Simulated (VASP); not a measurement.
The system is MgO.

```
Mg O
1.0
     3.81647    0.00000    0.00000
    -1.90824    3.30516    0.00000
     0.00000    0.00000    4.39527
Mg O
2 2
Cartesian
  0.0000 0.0000 2.1976
  0.0000 0.0000 0.0000
  0.0000 2.2034 0.0000
  1.9082 1.1017 0.0000
```

The cell was generated, and may not be a known phase.

| Item | Value |
| --- | --- |
| Program | VASP 6.6.1 |
| Task | relaxation of cell and atoms |
| Functional | PBE |
| Potentials or basis | VASP PAW PBE potentials, release 64 (Mg, O) |
| Cutoff | 600 eV |
| k mesh | 6 × 6 × 4 |
| Occupations | gaussian, width 0.1 eV |
| Spin | collinear spin, ferromagnetic start |
| Starting moments | [0.0, 0.0, 1.0, 1.0] μB |

At the start: pressure 9.9 GPa; volume 13.86 Å³/atom.

Task: Where does the relaxation end?

Result: Over 8 steps the energy falls by 538.8 meV/atom and the volume is 17.15 Å³/atom (+23.7 %); space group P6/mmm (No. 191, to 0.1 Å) before and after; moment 0.00 μB per cell.

Step by step:
| step | energy change (eV) | largest force (eV/Å) | pressure (GPa) | volume (Å³) |
| --- | --- | --- | --- | --- |
| 1 | 0.0000 | 0.0000 | 9.91 | 55.44 |
| 2 | -1.6265 | 0.0000 | 3.69 | 61.93 |
| 3 | -2.1465 | 0.0000 | 1.15 | 67.19 |
| 4 | -2.1524 | 0.0000 | 0.94 | 67.87 |
| 5 | -2.1522 | 0.0000 | 1.02 | 67.65 |
| 6 | -2.1540 | 0.0000 | -0.33 | 68.78 |
| 7 | -2.1546 | 0.0000 | 0.13 | 68.40 |
| 8 | -2.1552 | 0.0000 | 0.04 | 68.58 |

Final structure:
```xyz
4
Lattice="3.6581 0.0000 0.0000 -1.8290 3.1680 0.0000 0.0000 0.0000 5.9180" Properties=species:S:1:pos:R:3 pbc="T T T"
Mg    0.0000    0.0000    2.9590
Mg    0.0000    0.0000    5.9180
O     0.0000    2.1120    5.9180
O     1.8290    1.0560    0.0000
```

Caveat: the volume moved by over 15 % at a fixed basis, so the end points are rough.
